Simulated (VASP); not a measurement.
# Nb (P6_3/mmc) in VASP: further runs

Nb is run at these levels: LDA; tasks: single point.

Program: VASP 6.6.1. These are calculated values, not measurements. Logs are shortened: lines on timing, memory, paths and dates and some standing lists are left out, and cuts for length are marked.

### 1 The cell of the first run

Symmetry: P6_3/mmc, No. 194, hexagonal system. Conventional cell: a = 2.734 Å, b = 2.734 Å, c = 5.019 Å, α = 90.00°, β = 90.00°, γ = 120.00°. Within 3.6 Å of Nb (site symmetry -6m2) lie 12 Nb at 2.73 to 2.96 Å.

This isn't the form of Nb at room conditions, which is bcc.

### 2 Single point, LDA (16.25 Å³/atom)

The input, INCAR:

```
PREC = Accurate ; ENCUT = 520
EDIFF = 1E-6 ; ISMEAR = -1
SIGMA = 0.1 ; LREAL = F
LASPH = T ; NELM = 60
ALGO = Normal ; ISIF = 2
LWAVE = F ; LCHARG = F
NBANDS = 20
```

The input, KPOINTS:

```
Automatic mesh
0
Gamma
  14 14 7
```

The input, POSCAR:

```
Nb
1.0
    2.7344464667      0.0000000000      0.0000000000
   -1.3672232333      2.3681001054      0.0000000000
    0.0000000000      0.0000000000      5.0190652922
Nb
2
Direct
    0.3333333333      0.6666666667      0.2500000000
    0.6666666667      0.3333333333      0.7500000000
```

Potentials or basis: VASP PAW LDA potentials, release 64 (Nb_sv).

Command:

```sh
$ cat potpaw_LDA.64/Nb_sv/POTCAR > POTCAR
$ mpirun -np 1 vasp_std > vasp.out
```

OUTCAR:

```text
PREC = Accurate
   ENCUT = 520
   EDIFF = 1E-6
   ISMEAR = -1
   LREAL = F
   LASPH = T
   NELM = 60
   ISIF = 2

 ion  position               nearest neighbor table
   1  0.333  0.667  0.250-   2 2.96   2 2.96   2 2.96   2 2.96   2 2.96   2 2.96
   2  0.667  0.333  0.750-   1 2.96   1 2.96   1 2.96   1 2.96   1 2.96   1 2.96

  LATTYP: Found a hexagonal cell.
 ALAT       =     2.7344464667
 C/A-ratio  =     1.8354959050

  Lattice vectors:

 A1 = (   2.7344464667,   0.0000000000,   0.0000000000)
 A2 = (  -1.3672232333,   2.3681001054,   0.0000000000)
 A3 = (   0.0000000000,   0.0000000000,   5.0190652922)

Analysis of symmetry for initial positions (statically):
=====================================================================
 Subroutine PRICEL returns:
 Original cell was already a primitive cell.

 Routine SETGRP: Setting up the symmetry group for a
 hexagonal supercell.

 Subroutine GETGRP returns: Found 24 space group operations
 (whereof 12 operations were pure point group operations)
 out of a pool of 24 trial point group operations.

The static configuration has the point symmetry D_3d.
 The point group associated with its full space group is D_6h.

Analysis of symmetry for dynamics (positions and initial velocities):
=====================================================================
 Subroutine PRICEL returns:
 Original cell was already a primitive cell.

 Routine SETGRP: Setting up the symmetry group for a
 hexagonal supercell.

 Subroutine GETGRP returns: Found 24 space group operations
 (whereof 12 operations were pure point group operations)
 out of a pool of 24 trial point group operations.

The dynamic configuration has the point symmetry D_3d.
 The point group associated with its full space group is D_6h.

 Subroutine INISYM returns: Found 24 space group operations
 (whereof 12 operations are pure point group operations),
 and found     1 'primitive' translations

----------------------------------------------------------------------------------------

                                     Primitive cell

  volume of cell :      32.5007

  direct lattice vectors                    reciprocal lattice vectors
     2.734446467  0.000000000  0.000000000     0.365704728  0.211139723  0.000000000
    -1.367223233  2.368100105  0.000000000     0.000000000  0.422279446  0.000000000
     0.000000000  0.000000000  5.019065292     0.000000000  0.000000000  0.199240285

  length of vectors
     2.734446467  2.734446467  5.019065292     0.422279446  0.422279446  0.199240285

  position of ions in fractional coordinates (direct lattice)
     0.333333333  0.666666667  0.250000000
     0.666666667  0.333333333  0.750000000

  ion indices of the primitive-cell ions
   primitive index   ion index
                 1           1
                 2           2

----------------------------------------------------------------------------------------

 KPOINTS: Automatic mesh

Automatic generation of k-mesh.
 Grid dimensions read from file:
 generate k-points for:   14   14    7

 Generating k-lattice:

  Cartesian coordinates                     Fractional coordinates (reciprocal lattice)
     0.026121766  0.015081409  0.000000000     0.071428571  0.000000000  0.000000000
     0.000000000  0.030162818  0.000000000     0.000000000  0.071428571  0.000000000
     0.000000000  0.000000000  0.028462898     0.000000000  0.000000000  0.142857143

  Length of vectors
     0.030162818  0.030162818  0.028462898

  Shift w.r.t. Gamma in fractional coordinates (k-lattice)
     0.000000000  0.000000000  0.000000000

 Subroutine IBZKPT returns following result:
 ===========================================

 Found     96 irreducible k-points:

 Following reciprocal coordinates:
            Coordinates               Weight
  0.000000  0.000000  0.000000      1.000000
  0.071429 -0.000000  0.000000      6.000000
  0.142857 -0.000000  0.000000      6.000000
  0.214286 -0.000000  0.000000      6.000000
  0.285714 -0.000000  0.000000      6.000000
  0.357143 -0.000000  0.000000      6.000000
[... 16 lines left out ...]
  0.285714  0.285714  0.000000      6.000000
  0.357143  0.285714  0.000000      6.000000
 [... further k-points ...]
   k-points           NKPTS =     96   k-points in BZ     NKDIM =     96   number of bands    NBANDS=     20
   number of dos      NEDOS =    301   number of ions     NIONS =      2
   total plane-waves  NPLWV =  16000
   dimension x,y,z NGX =    20 NGY =   20 NGZ =   40
   dimension x,y,z NGXF=    40 NGYF=   40 NGZF=   80
   ions per type =               2
   NGX,Y,Z   is equivalent  to a cutoff of  12.16, 12.16, 13.25 a.u.
   NGXF,Y,Z  is equivalent  to a cutoff of  24.32, 24.32, 26.50 a.u.
 SYSTEM =  unknown system
   PREC   = accura    normal or accurate (medium, high low for compatibility)
   ISTART =      0    job   : 0-new  1-cont  2-samecut
   ICHARG =      2    charge: 1-file 2-atom 10-const
   ISPIN  =      1    spin polarized calculation?
   LNONCOLLINEAR =      F non collinear calculations
   LSORBIT =      F    spin-orbit coupling
   LASPH  =      T    aspherical Exc in radial PAW
   ENCUT  =  520.0 eV  38.22 Ry    6.18 a.u.   5.08  5.08  9.33*2*pi/ulx,y,z
   NELM   =     60;   NELMIN=  2; NELMDL= -5     # of ELM steps
   EDIFF  = 0.1E-05   stopping-criterion for ELM
   LREAL  =      F    real-space projection
   EDIFFG = 0.1E-04   stopping-criterion for IOM
   NSW    =      0    number of steps for IOM
   IBRION =     -1    ionic relax: 0-MD 1-quasi-New 2-CG
   NFREE  =      0    steps in history (QN), initial steepest desc. (CG)
   ISIF   =      2    stress and relaxation
   ISYM   =      2    0-nonsym 1-usesym 2-fastsym
   POTIM  = 0.5000    time-step for ionic-motion
   TEBEG  =    0.0;   TEEND  =   0.0 temperature during run
   PSTRESS=    0.0 pullay stress
   NELECT =      26.0000    total number of electrons
   NUPDOWN=      -1.0000    fix difference up-down
   EMIN   =  10.00;   EMAX   =-10.00  energy-range for DOS
   EFERMI =   0.00;   METHOD = LEGACY
   ISMEAR =    -1;   SIGMA  =   0.10  broadening in eV -4-tet -1-fermi 0-gaus
   EFERMI_NEDOS =   21; number of points for ismear=-14 and -15
   IALGO  =     38    algorithm
   IMIX   =      4    mixing-type and parameters
     AMIX     =   0.40;   BMIX     =  1.00
     AMIX_MAG =   1.60;   BMIX_MAG =  1.00
  volume/ion in A,a.u.               =      16.25       109.66
  Fermi-wavevector in a.u.,A,eV,Ry     =   1.519737  2.871887 31.424033  2.309601
  Thomas-Fermi vector in A             =   2.628683
   LORBIT       =      0    0 simple, 1 ext, 2 COOP (PROOUT), +10 PAW based schemes
   GGA     = CA    functional components
   LHFCALC =     F    Hartree Fock is set to
   AEXX    =    0.0000 exact exchange contribution
   IVDW    =     0    specifies the selected vdW correction
   LEPSILON=     F    determine dielectric tensor
   LRPA    =     F    only Hartree local field effects (RPA)
 non-spin polarized calculation
  energy-cutoff  :      520.00
  volume of cell :       32.50
 maximum number of plane-waves:       891
   NGX = 11   NGY = 11   NGZ = 19

 number of electron      26.0000001 magnetization

 Free energy of the ion-electron system (eV)
  ---------------------------------------------------
  ext. energy  EPLUGINS =         0.00000000
  ---------------------------------------------------
  free energy    TOTEN  =       -21.77616640 eV

  energy without entropy =      -21.69825786  energy(sigma->0) =      -21.73721213

 E-fermi :  12.9067     XC(G=0): -13.2349

 val. band max:       12.8982253748   @ k =   0.0714  -0.0000   0.1429
 cond. band min:      12.9230858419   @ k =   0.2857   0.2143   0.4286
 fundamental gap:      0.0248604672
 Fermi energy:        12.9066603289

 k-point     1 :       0.0000    0.0000    0.0000
  band No.  band energies     occupation
      1     -41.4739      2.00000
      2     -41.2523      2.00000
      3     -18.3709      2.00000
      4     -16.9184      2.00000
      5     -16.5995      2.00000
      6     -16.5995      2.00000
[... 12 lines left out ...]
     19      17.8653      0.00000
     20      17.8653      0.00000

 k-point     2 :       0.0714   -0.0000    0.0000
  band No.  band energies     occupation
      1     -41.4544      2.00000
      2     -41.2375      2.00000
      3     -18.3398      2.00000
      4     -16.9187      2.00000
      5     -16.7065      2.00000
      6     -16.6274      2.00000
[... 12 lines left out ...]
     19      17.9407      0.00000
     20      18.4703      0.00000

 k-point     3 :       0.1429   -0.0000    0.0000
  band No.  band energies     occupation
      1     -41.3993      2.00000
      2     -41.1962      2.00000
      3     -18.2499      2.00000
      4     -17.0021      2.00000
      5     -16.9215      2.00000
      6     -16.8764      2.00000
[... 12 lines left out ...]
     19      18.0746      0.00000
     20      19.6938      0.00000

 k-point     4 :       0.2143   -0.0000    0.0000
  band No.  band energies     occupation
      1     -41.3176      2.00000
      2     -41.1367      2.00000
      3     -18.1117      2.00000
      4     -17.4184      2.00000
      5     -17.2810      2.00000
      6     -16.9325      2.00000
[... 12 lines left out ...]
     19      18.1582      0.00000
     20      21.0379      0.00000

 k-point     5 :       0.2857   -0.0000    0.0000
  band No.  band energies     occupation
      1     -41.2232      2.00000
      2     -41.0717      2.00000
      3     -17.9423      2.00000
      4     -17.8657      2.00000
      5     -17.7086      2.00000
      6     -16.9589      2.00000
[... 12 lines left out ...]
     19      18.1715      0.00000
     20      22.2891      0.00000
[... 353 lines left out ...]
      6     -17.4553      2.00000
[... 12 lines left out ...]
     19      21.0695      0.00000
     20      24.3024      0.00000

 k-point    22 :       0.3571    0.2143    0.0000
  band No.  band energies     occupation
      1     -41.0006      2.00000
      2     -40.9546      2.00000
      3     -18.3455      2.00000
      4     -18.1676      2.00000
      5     -17.5903      2.00000
      6     -17.4451      2.00000
[... 12 lines left out ...]
     19      21.8697      0.00000
     20      23.3125      0.00000

 k-point    23 :       0.2857    0.2857    0.0000
  band No.  band energies     occupation
      1     -40.9943      2.00000
      2     -40.9530      2.00000
      3     -18.2239      2.00000
      4     -18.0935      2.00000
      5     -17.7033      2.00000
      6     -17.5383      2.00000
[... 12 lines left out ...]
     19      21.9812      0.00000
     20      23.0568      0.00000

 k-point    24 :       0.3571    0.2857    0.0000
  band No.  band energies     occupation
      1     -40.9712      2.00000
      2     -40.9532      2.00000
      3     -18.1867      2.00000
      4     -18.0094      2.00000
      5     -17.8579      2.00000
      6     -17.6618      2.00000
[... 12 lines left out ...]
     19      22.2684      0.00000
     20      22.7515      0.00000

 [... further k-points ...]

------------------------ aborting loop because EDIFF is reached ----------------------------------------

  FORCE on cell =-STRESS in cart. coord.  units (eV):
  Direction    XX          YY          ZZ          XY          YZ          ZX
  --------------------------------------------------------------------------------------
  -------------------------------------------------------------------------------------
  Total        3.5611019      3.5611019      3.4217329      0.0000000     -0.0000000      0.0000000
  in kB      175.5507367    175.5507367    168.6802997      0.0000000     -0.0000000      0.0000000
  external PRESSURE =     173.2605910 kB  Pullay stress =       0.0000000 kB

 VOLUME and BASIS-vectors are now :
 -----------------------------------------------------------------------------
  energy-cutoff  :      520.00
  volume of cell :       32.50
      direct lattice vectors                 reciprocal lattice vectors
     2.734446467  0.000000000  0.000000000     0.365704728  0.211139723  0.000000000
    -1.367223233  2.368100105  0.000000000     0.000000000  0.422279446  0.000000000
     0.000000000  0.000000000  5.019065292     0.000000000  0.000000000  0.199240285

 POSITION                                       TOTAL-FORCE (eV/Angst)
 -----------------------------------------------------------------------------------
     -0.00000      1.57873      1.25477         0.000000     -0.000000      0.000000
      1.36722      0.78937      3.76430        -0.000000      0.000000      0.000000
 -----------------------------------------------------------------------------------
    total drift:                                0.000000     -0.000000      0.000000

  FREE ENERGIE OF THE ION-ELECTRON SYSTEM (eV)
  ---------------------------------------------------
  free  energy   TOTEN  =       -21.7761664001 eV

  energy  without entropy=      -21.6982578613  energy(sigma->0) =      -21.73721213
```

It took 87 s on 1 thread of Intel Xeon 8259CL, shared host; peak memory 0.17 GiB.

What came out:

```yaml
Free_energy: -21.7762 eV
Pressure: 17.3 GPa
Band_gap_on_the_k_mesh: zero (bands 13 and 14 overlap by 2.83 eV)
```

Stress tensor (GPa, compression positive):
```
17.56  0.00  0.00
 0.00 17.56  0.00
 0.00  0.00 16.87
```

Levels at points of the mesh, in eV from the Fermi level:
```csv
k point,band 11,band 12,band 13,band 14,band 15,band 16
"(0.00, 0.00, 0.00)",-1.35,0.22,0.22,0.75,0.75,0.94
"(0.50, 0.00, 0.00)",-3.78,-0.75,0.41,0.63,0.68,5.19
```

Caveat: the cell stands under pressure.

[end of part 1 of 3]

The gap in the log of VASP goes by the Fermi energy; the results here count the filled bands.